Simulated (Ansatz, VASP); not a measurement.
# PdC18 in VASP and in Ansatz

```
C Pd
1.0
     7.39800    0.00000    0.00000
    -3.69900    6.40686    0.00000
     0.00000    0.00000   13.00000
C Pd
18 1
Direct
  0.00138 0.00275 0.07660
  0.22251 0.11174 0.07517
  0.00083 0.33499 0.07327
  0.22256 0.44516 0.07498
  0.00152 0.66783 0.07804
  0.22246 0.77825 0.07710
  0.33402 0.00137 0.07635
  0.55590 0.11174 0.07517
  0.33366 0.33437 0.07468
  0.55452 0.44238 0.07692
  0.33297 0.66783 0.07804
  0.55489 0.77941 0.08254
  0.66803 0.00275 0.07660
  0.88950 0.11234 0.07365
  0.66738 0.33437 0.07468
  0.88927 0.44516 0.07498
  0.66664 0.66661 0.08341
  0.89119 0.77941 0.08254
  0.69447 0.72227 0.24220
```

Alike in both runs: functional PBE; k mesh 2 × 2 × 1; occupations fermi-dirac, width 0.05 eV; no spin polarisation.

Ansatz relaxed the structure, and its values are those at the end. VASP's run is a single point on that final structure, the one shown.

```csv
,VASP,Ansatz
version,VASP 6.6.1,Ansatz 0.2.0
potentials or method,"VASP PAW PBE potentials, release 64 (C, Pd), cutoff 520 eV","scalar-relativistic, plane waves, PAW"
valence electrons in the cell,82,90
```

Ansatz gave:

* rms of the force components (eV/Å): 0.005

**Question.** Estimate VASP's values.

**Answer.** rms of the force components (eV/Å): 0.007.

The functional is the same, so the differences come from potentials, cutoffs and numerics. VASP's potentials hold 82 valence electrons a cell and Ansatz's 90, so a difference there can come from the potentials and not from the codes. Ansatz's warnings: xc potential rough in thin density.

The k mesh is coarse, so the values compare programs but aren't converged.
